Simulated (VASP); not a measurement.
Write the native input for VASP 6.6.1 that does the following.

| Quantity | Value |
| --- | --- |
| Task | single point |
| Functional | PBE |
| Potentials or basis | VASP PAW PBE potentials, release 64 (Bi_d, Ge_d) |
| Cutoff | 520 eV |
| k mesh | 6 × 6 × 6 |
| Occupations | fermi-dirac, width 0.05 eV |
| Spin | no spin polarisation |
| Dipole correction | no |
| Further INCAR settings | ALGO = Normal; EDIFF = 1e-07; NBANDS = 38 |

The structure of GeBi3 lies in POSCAR:

```
GeBi3
1.0
    0.0000000000      3.8668210000      3.8668210000
    3.8668210000      0.0000000000      3.8668210000
    3.8668210000      3.8668210000      0.0000000000
Bi Ge
3 1
Direct
    0.5000000000      0.5000000000      0.5000000000
    0.7500000000      0.7500000000      0.7500000000
    0.2500000000      0.2500000000      0.2500000000
    0.0000000000      0.0000000000      0.0000000000
```

These files were run (other wordings do the same):

INCAR

```
  PREC = Accurate
  ENCUT = 520
  EDIFF = 1E-7
  ISMEAR = -1
  SIGMA = 0.05
  LREAL = False
  LASPH = True
  NELM = 60
  ALGO = Normal
  ISIF = 2
  LWAVE = False
  LCHARG = True
  GGA = PE
  LELF = True
  LVHAR = True
  NBANDS = 38
```

KPOINTS

```
regular mesh
0
Gamma
  6 6 6
```

Potentials or basis: VASP PAW PBE potentials, release 64 (Bi_d, Ge_d).

The run is started by

```sh
$ cat potpaw_PBE.64/Bi_d/POTCAR potpaw_PBE.64/Ge_d/POTCAR > POTCAR
$ mpirun -np 1 vasp_std > vasp.out
```

Results of the run:

- Pressure: 1.0 GPa
- Band gap on the k mesh: zero (an odd number of electrons rules out a gap without spin polarisation)

Caveat: spin-orbit coupling is left out, which moves the levels of the heavy elements.

Wall time 120 s on 1 thread of AMD EPYC 7R43 64-Core Processor (Zen 3), with other jobs on the host, peak memory 0.23 GiB.
